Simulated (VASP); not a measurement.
# SrCl2 in VASP: settings compared, part 2 of 2

VASP 6.6.1. The steps go on from the part before.

**4. Single point, PBE (shear xy strain +2.1%)**

File INCAR:

```
ALGO = Normal
EDIFF = 1E-6
ENCUT = 520
GGA = PE
ISIF = 2
ISMEAR = -1
LASPH = T
LCHARG = F
LREAL = F
LWAVE = F
NBANDS = 19
NELM = 60
PREC = Accurate
SIGMA = 0.02
```

File KPOINTS:

```
k-points
0
Gamma
  6 6 6
```

File POSCAR:

```
SrCl2
1.0
    4.4072489055      0.0473779257      0.0000000000
   -2.1625939655      3.7931005501      0.0000000000
    0.0000000000      0.0000000000      5.5960650195
Sr Cl
1 2
Direct
    0.0000000000      0.0000000000      0.0000000000
    0.3364942985      0.6665036088      0.2488837254
    0.6635057015      0.3334963912      0.7511162746
```

Started as:

```
> cat potpaw_PBE.64/Sr_sv/POTCAR potpaw_PBE.64/Cl/POTCAR > POTCAR
> mpirun -np 1 vasp_std > vasp.out
```

It took 4.7 min on 1 thread of AMD EPYC 7R13, shared host; peak memory 0.31 GiB.

The run converged. Its results:

| Property | Result |
| --- | --- |
| Free energy | -12.5972 eV |
| Pressure | 1.3 GPa |
| Largest force | 0.021 eV/Å |
| Band gap on the k mesh | 5.15 eV, direct |

Forces on the atoms (eV/Å):
```
Sr   0.000  0.000  0.000
Cl  -0.004  0.001  0.020
Cl   0.004 -0.001 -0.020
```

Stress tensor (GPa, compression positive):
```
 1.26 -0.33  0.07
-0.33  1.27  0.00
 0.07  0.00  1.30
```

Levels at points of the mesh, in eV from the valence-band top:
```csv
k point,band 10,band 11,band 12,band 13,band 14,band 15
"(0.00, 0.00, 0.00)",-0.48,-0.43,0.00,5.15,6.61,6.76
"(0.50, 0.00, 0.00)",-0.98,-0.92,-0.76,5.45,6.97,8.10
"(0.00, 0.50, 0.00)",-0.97,-0.95,-0.80,5.46,6.99,8.09
"(0.50, 0.50, 0.00)",-0.96,-0.93,-0.84,5.46,7.02,8.08
"(0.00, 0.00, 0.50)",-0.95,-0.65,-0.61,6.35,6.50,6.63
"(0.50, 0.00, 0.50)",-0.74,-0.56,-0.31,6.11,7.50,7.83
"(0.00, 0.50, 0.50)",-0.76,-0.57,-0.29,6.13,7.51,7.82
"(0.50, 0.50, 0.50)",-0.78,-0.58,-0.28,6.16,7.56,7.80
```

Caveat: the cell differs from its parent crystal (shear xy strain +2.1%). A k mesh can miss the band edges.

**5. Single point, r2SCAN (shear xy strain +2.1%)**

POSCAR is that of step 4.

File INCAR.step1:

```
SYSTEM = SrCl2
  PREC = Accurate
  ENCUT = 520
  ISMEAR = 0
  SIGMA = 0.01
  LREAL = .False.
  LASPH = .True.
  NELM = 60
  NBANDS = 19
  GGA = PE
  ALGO = Normal
  EDIFF = 1E-4
  LWAVE = .True.
  LCHARG = .False.
```

File INCAR.step2:

```
SYSTEM = SrCl2
  PREC = Accurate
  ENCUT = 520
  EDIFF = 1E-6
  ISMEAR = 0
  SIGMA = 0.01
  LREAL = .False.
  LASPH = .True.
  NELM = 60
  ALGO = Normal
  ISIF = 2
  LWAVE = .False.
  LCHARG = .False.
  METAGGA = R2SCAN
  LMIXTAU = .True.
  NBANDS = 19
  ISTART = 1
```

File KPOINTS:

```
regular mesh
0
Gamma
  6 6 6
  0 0 0
```

Potentials or basis: VASP PAW PBE potentials, release 64 (Sr_sv, Cl).

Started as:

```
> cat potpaw_PBE.64/Sr_sv/POTCAR potpaw_PBE.64/Cl/POTCAR > POTCAR
> cp INCAR.step1 INCAR
> mpirun -np 1 vasp_std > vasp.out
> cp INCAR.step2 INCAR
> mpirun -np 1 vasp_std > vasp.out
```

OUTCAR:

```text
SYSTEM = SrCl2
   PREC = Accurate
   ENCUT = 520
   EDIFF = 1E-6
   ISMEAR = 0
   LREAL = .False.
   LASPH = .True.
   NELM = 60
   ISIF = 2
   METAGGA = R2SCAN
   ISTART = 1

 ion  position               nearest neighbor table
   1  0.000  0.000  0.000-   2 2.89   3 2.89   2 2.90   3 2.90   3 2.91   2 2.91
   2  0.336  0.667  0.249-   1 2.89   1 2.90   1 2.91
   3  0.664  0.333  0.751-   1 2.89   1 2.90   1 2.91

  Warning from LATTYP: Monoclinic adjustment (A1->A3, A2->A1, A3->A2)!
  LATTYP: Found a simple monoclinic cell.
 ALAT       =     4.3662826801
[... 726 lines left out ...]
  FORCE on cell =-STRESS in cart. coord.  units (eV):
  Direction    XX          YY          ZZ          XY          YZ          ZX
  --------------------------------------------------------------------------------------
  -------------------------------------------------------------------------------------
  Total        0.3775928      0.3840598      0.3770526     -0.2000229      0.0014540      0.0481440
  in kB        6.4274092      6.5374915      6.4182131     -3.4048026      0.0247505      0.8195101
  external PRESSURE =       6.4610380 kB  Pullay stress =       0.0000000 kB

 VOLUME and BASIS-vectors are now :
 -----------------------------------------------------------------------------
  energy-cutoff  :      520.00
  volume of cell :       94.12
      direct lattice vectors                 reciprocal lattice vectors
     4.407248906  0.047377926  0.000000000     0.225516726  0.128575846  0.000000000
    -2.162593966  3.793100550  0.000000000    -0.002816829  0.262030582  0.000000000
     0.000000000  0.000000000  5.596065020     0.000000000  0.000000000  0.178696994

 POSITION                                       TOTAL-FORCE (eV/Angst)
 -----------------------------------------------------------------------------------
      0.00000      0.00000      0.00000         0.000000      0.000000      0.000000
      0.04164      2.54406      1.39277        -0.003093      0.001429      0.009741
      2.20302      1.29642      4.20330         0.003093     -0.001429     -0.009741
 -----------------------------------------------------------------------------------
    total drift:                                0.000000      0.000000      0.000000

  FREE ENERGIE OF THE ION-ELECTRON SYSTEM (eV)
  ---------------------------------------------------
  free  energy   TOTEN  =       -35.4303384613 eV

  energy  without entropy=      -35.4303384613  energy(sigma->0) =      -35.43033846
```

Wall time 22 min (1 thread of AMD EPYC 7R13, shared host); peak memory 0.32 GiB.

Results:

```
Free energy            : -35.4303 eV
Pressure               : 0.6 GPa
Largest force          : 0.010 eV/Å
Band gap on the k mesh : 5.78 eV, direct
```

Forces on the atoms (eV/Å):
```
Sr   0.000  0.000  0.000
Cl  -0.003  0.001  0.010
Cl   0.003 -0.001 -0.010
```

Levels at points of the mesh, in eV from the valence-band top:
```csv
k point,band 9,band 10,band 11,band 12,band 13,band 14,band 15,band 16
"(0.00, 0.00, 0.00)",-1.45,-0.50,-0.44,0.00,5.78,7.23,7.38,8.06
"(0.50, 0.00, 0.00)",-1.02,-1.00,-0.92,-0.76,5.97,7.53,8.72,8.80
"(0.00, 0.50, 0.00)",-0.99,-0.98,-0.95,-0.80,5.97,7.55,8.70,8.83
"(0.50, 0.50, 0.00)",-0.98,-0.98,-0.94,-0.84,5.98,7.58,8.69,8.84
"(0.00, 0.00, 0.50)",-1.28,-0.96,-0.67,-0.63,6.95,7.11,7.30,7.77
"(0.50, 0.00, 0.50)",-1.22,-0.76,-0.56,-0.31,6.68,8.17,8.33,8.68
"(0.00, 0.50, 0.50)",-1.25,-0.78,-0.56,-0.30,6.71,8.19,8.32,8.72
"(0.50, 0.50, 0.50)",-1.28,-0.80,-0.57,-0.28,6.74,8.23,8.30,8.73
```

Caveat: the cell differs from its parent crystal (shear xy strain +2.1%); the PAW data sets were made with another functional, which shifts forces and pressure a little.

**6. Single point, HSE06 (epitaxial xy strain +4.0%)**

File POSCAR:

```
SrCl2
1.0
    4.5822166871      0.0000000000      0.0000000000
   -2.2911083435      3.9683160567      0.0000000000
    0.0000000000      0.0000000000      5.3301401890
Sr Cl
1 2
Direct
    0.0000000000      0.0000000000      0.0000000000
    0.3333333333      0.6666666667      0.2425822649
    0.6666666667      0.3333333333      0.7574177351
```

File INCAR.step1:

```
PREC = Accurate ; ENCUT = 400
EDIFF = 1E-5 ; ISMEAR = 0
SIGMA = 0.01 ; LREAL = F
LASPH = T ; NELM = 120
ALGO = Normal ; ISIF = 2
LWAVE = T ; LCHARG = F
NBANDS = 19 ; GGA = PE
GGA_COMPAT = F ; KPAR = 4
```

File INCAR.step2:

```
PREC = Accurate ; ENCUT = 400
EDIFF = 1E-6 ; ISMEAR = 0
SIGMA = 0.01 ; LREAL = F
LASPH = T ; NELM = 120
ALGO = Normal ; ISIF = 2
LWAVE = F ; LCHARG = F
GGA = PE ; LHFCALC = T
HFSCREEN = 0.2079 ; PRECFOCK = Normal
NBANDS = 19 ; ISTART = 1
GGA_COMPAT = F ; KPAR = 4
```

File KPOINTS:

```
Automatic mesh
0
Gamma
  6 6 4
```

Potentials or basis: VASP PAW PBE potentials, release 64 (Sr_sv, Cl).

Started as:

```
> cat potpaw_PBE.64/Sr_sv/POTCAR potpaw_PBE.64/Cl/POTCAR > POTCAR
> cp INCAR.step1 INCAR
> mpirun -np 4 vasp_std > vasp.out
> cp INCAR.step2 INCAR
> mpirun -np 4 vasp_std > vasp.out
```

It took 33 min on 4 MPI ranks of Intel Xeon Platinum 8259CL at 2.50GHz (Skylake/Cascade Lake), shared host; peak memory 0.31 GiB.

It converged, with:

```
Free energy            : -14.5730 eV
Pressure               : -0.5 GPa
Largest force          : 0.034 eV/Å
Band gap on the k mesh : 6.07 eV, direct
```

Forces in eV/Å, atoms in the order of the input:
```
Sr   0.000  0.000  0.000
Cl   0.000  0.000 -0.034
Cl   0.000  0.000  0.034
```

Stress tensor (GPa, compression positive):
```
-1.11  0.00  0.00
 0.00 -1.11  0.00
 0.00  0.00  0.87
```

Levels at points of the mesh, in eV from the valence-band top:
| k point | band 9 | band 10 | band 11 | band 12 | band 13 | band 14 | band 15 | band 16 |
| --- | --- | --- | --- | --- | --- | --- | --- | --- |
| (0.00, 0.00, 0.00) | -1.67 | -0.52 | -0.52 | 0.00 | 6.07 | 8.08 | 8.08 | 8.80 |
| (0.50, 0.00, 0.00) | -1.09 | -0.94 | -0.94 | -0.76 | 6.73 | 7.86 | 9.23 | 9.34 |
| (0.00, 0.00, 0.50) | -1.32 | -0.98 | -0.74 | -0.74 | 7.67 | 7.67 | 8.01 | 8.29 |
| (0.50, 0.00, 0.50) | -1.30 | -0.95 | -0.48 | -0.27 | 7.69 | 8.76 | 8.82 | 9.12 |

Caveat: the cell differs from its parent crystal (epitaxial xy strain +4.0%); the PAW data sets were made with another functional, which shifts forces and pressure a little. A k mesh can miss the band edges.

**7. Overview**

```csv
level,cell,k mesh,cutoff (eV),smearing,grid for exact exchange (PRECFOCK),screening parameter,gap on the mesh (eV),pressure (GPa),largest force (eV/Å)
PBE,"a = 4.582, b = 4.582, c = 5.330 Å, angles 90.0, 90.0, 120.0°, 3 atoms",6 × 6 × 6,520,fermi-dirac 0.02 eV,-,-,4.79,0.0,0.02
r2SCAN,"a = 4.582, b = 4.582, c = 5.330 Å, angles 90.0, 90.0, 120.0°, 3 atoms",6 × 6 × 6,520,gaussian 0.01 eV,-,-,5.39,-0.6,0.01
PBE,"a = 4.408, b = 4.366, c = 5.596 Å, angles 90.0, 90.0, 119.1°, 3 atoms",6 × 6 × 6,520,fermi-dirac 0.02 eV,-,-,5.15,1.3,0.02
r2SCAN,"a = 4.408, b = 4.366, c = 5.596 Å, angles 90.0, 90.0, 119.1°, 3 atoms",6 × 6 × 6,520,gaussian 0.01 eV,-,-,5.78,0.6,0.01
HSE06,"a = 4.582, b = 4.582, c = 5.330 Å, angles 90.0, 90.0, 120.0°, 3 atoms",6 × 6 × 4,400,gaussian 0.01 eV,Normal,0.2079 1/Å,6.07,-0.5,0.03
```

Alike in all rows: task single point; potentials or basis VASP PAW PBE potentials, release 64 (Sr_sv, Cl); no spin polarisation.

Caveats: the PAW data sets were made with another functional, which shifts forces and pressure a little (some runs).

Total energies depend on the potentials used, so only differences within one code and one set of settings carry meaning.
